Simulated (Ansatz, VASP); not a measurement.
## Two plane-wave programs on LaB6

```xyz
7
Lattice="4.1536 0.0000 0.0000 0.0000 4.1536 0.0000 0.0000 0.0000 4.1536" Properties=species:S:1:pos:R:3 pbc="T T T"
La    0.0000    0.0000    0.0000
B     0.8302    2.0768    2.0768
B     3.3233    2.0768    2.0768
B     2.0768    2.0768    0.8302
B     2.0768    2.0768    3.3233
B     2.0768    0.8302    2.0768
B     2.0768    3.3233    2.0768
```

Alike in both runs: functional r2SCAN; k mesh 6 × 6 × 6; occupations gaussian, width 0.1 eV; no spin polarisation.

Ansatz relaxed the structure, and its values are those at the end. VASP's run is a single point on that final structure, the one shown.

|  | VASP | Ansatz |
| --- | --- | --- |
| version | VASP 6.6.1 | Ansatz 0.2.0 |
| potentials or method | VASP PAW PBE potentials, release 64 (La, B), cutoff 520 eV | scalar-relativistic, plane waves, PAW |
| valence electrons in the cell | 29 | 29 |

Ansatz gave:

```
gap on the k mesh at the Fermi level (eV) : none
pressure (GPa)                            : -0.2
rms of the force components (eV/Å)        : 0.014
```

Problem. What did VASP give for the same quantities?

Solution. gap on the k mesh at the Fermi level (eV): none; pressure (GPa): -0.2; rms of the force components (eV/Å): 0.002.

VASP's potentials were made for PBE, not for r2SCAN. A gap of «none» marks a metal or a gap that the smearing closes.

Spin-orbit coupling is off throughout.
